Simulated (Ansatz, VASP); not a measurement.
**Sr2C in VASP and in Ansatz**

```
Sr C
1.0
     6.53422    0.00000    0.00000
     0.00000    6.53422    0.00000
     0.00000    0.00000    4.25899
Sr C
4 2
Direct
  0.30719 0.30719 0.00000
  0.69281 0.69281 0.00000
  0.80719 0.19281 0.50000
  0.19281 0.80719 0.50000
  0.00000 0.00000 0.00000
  0.50000 0.50000 0.50000
```

Alike in both runs: functional PBE; k mesh 6 × 6 × 10; occupations gaussian, width 0.1 eV; no spin polarisation.

Ansatz relaxed the structure, and its values are those at the end. VASP's run is a single point on that final structure, the one shown.

```csv
,VASP,Ansatz
version,VASP 6.6.1,Ansatz 0.2.0
potentials or method,"VASP PAW PBE potentials, release 64 (Sr_sv, C), cutoff 520 eV","scalar-relativistic, plane waves, PAW"
valence electrons in the cell,48,48
```

|  | VASP | Ansatz | Ansatz less VASP |
| --- | --- | --- | --- |
| gap on the k mesh at the Fermi level (eV) | none | none | - |
| pressure (GPa) | 0.1 | 0.0 | -0.14 |
| rms of the force components (eV/Å) | 0.006 | 0.002 | -0.0040 |

A gap of «none» marks a metal or a gap that the smearing closes. With one functional, cell and mesh, what is left measures potentials, basis and numerics.
